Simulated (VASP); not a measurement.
Set up this calculation in VASP 6.6.1, as the native input.

| Property | Result |
| --- | --- |
| Task | single point |
| Functional | PBEsol |
| Potentials or basis | VASP PAW PBE potentials, release 64 (Lu) |
| Cutoff | 520 eV |
| k mesh | 8 × 8 × 11 |
| Occupations | fermi-dirac, width 0.1 eV |
| Spin | no spin polarisation |
| Dipole correction | no |
| Further INCAR settings | ALGO = Normal; EDIFF = 1e-06; NBANDS = 44 |

The structure of Lu lies in POSCAR:

```
Lu
1.0
    5.1783401355      0.0000000000      0.0000000000
   -2.5891700677      4.4845741068      0.0000000000
    0.0000000000      0.0000000000      3.2523499811
Lu
3
Direct
    1.0000000000      0.0000000000      1.0000000000
    0.3333333333      0.6666666667      0.5000000000
    0.6666666667      0.3333333333      0.5000000000
```

This cell differs from its parent crystal: volume scaled by 0.92.

One way to write it, as run:

INCAR

```
PREC     = Accurate       # precision mode
ENCUT    = 520            # plane-wave cutoff, eV
EDIFF    = 1E-6           # SCF threshold, eV
ISMEAR   = -1             # smearing method
SIGMA    = 0.1            # smearing width, eV
LREAL    = False          # projectors in reciprocal space
LASPH    = True           # aspherical terms in the spheres
NELM     = 100            # most SCF steps
ALGO     = Normal         # electronic algorithm
ISIF     = 2              # what is computed and relaxed
LWAVE    = False          # write WAVECAR
LCHARG   = False          # write CHGCAR
GGA      = PS             # functional
NBANDS   = 44             # bands
```

KPOINTS

```
Automatic mesh
0
Gamma
  8 8 11
```

Potentials or basis: VASP PAW PBE potentials, release 64 (Lu).

The run is started by

```bash
$ cat potpaw_PBE.64/Lu/POTCAR > POTCAR
$ mpirun -np 1 vasp_std > vasp.out
```

Results of the run:

```yaml
Pressure: 4.9 GPa
```

Caveat: the PAW data sets were made with another functional, which shifts forces and pressure a little.

Run time: 3.6 min on 1 thread of Intel Xeon 6975P-C, with other jobs on the host, peak memory 0.29 GiB.
